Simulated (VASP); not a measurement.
A run of VASP 6.6.1:

Contents of INCAR:

```
SYSTEM = Li
  PREC = Accurate
  ENCUT = 600
  EDIFF = 1E-6
  ISMEAR = -1
  SIGMA = 0.05
  LREAL = .FALSE.
  LASPH = .TRUE.
  NELM = 80
  ALGO = Normal
  ISIF = 4
  LWAVE = .FALSE.
  LCHARG = .FALSE.
  GGA = PE
  IBRION = 2
  NSW = 50
  EDIFFG = -0.005
```

Contents of KPOINTS:

```
Automatic mesh
0
G
  10 10 6
  0 0 0
```

The input POSCAR:

```
Li
1.0
    2.5305658991      0.0000000000      0.0000000000
   -1.2652829496      2.1915343546      0.0000000000
    0.0000000000      0.0000000000      8.0131055835
Li
4
Direct
    0.0000000000      0.0000000000      0.0000000000
    0.0000000000      0.0000000000      0.5000000000
    0.3333333333      0.6666666667      0.2500000000
    0.6666666667      0.3333333333      0.7500000000
```

Potentials or basis: VASP PAW PBE potentials, release 64 (Li_sv).

Run with:

```bash
$ cat potpaw_PBE.64/Li_sv/POTCAR > POTCAR
$ mpirun -np 1 vasp_std > vasp.out
```

Hardware: 1 thread of Oxide Virtual Turin-like Processor (shared host).

**Question.** How long does it take, and how much memory?

**Answer.** Run time: 49 s on 1 thread of Oxide Virtual Turin-like Processor (shared host), peak memory 0.13 GiB. Counts: scf iterations 31, k points 56, ion steps 5.
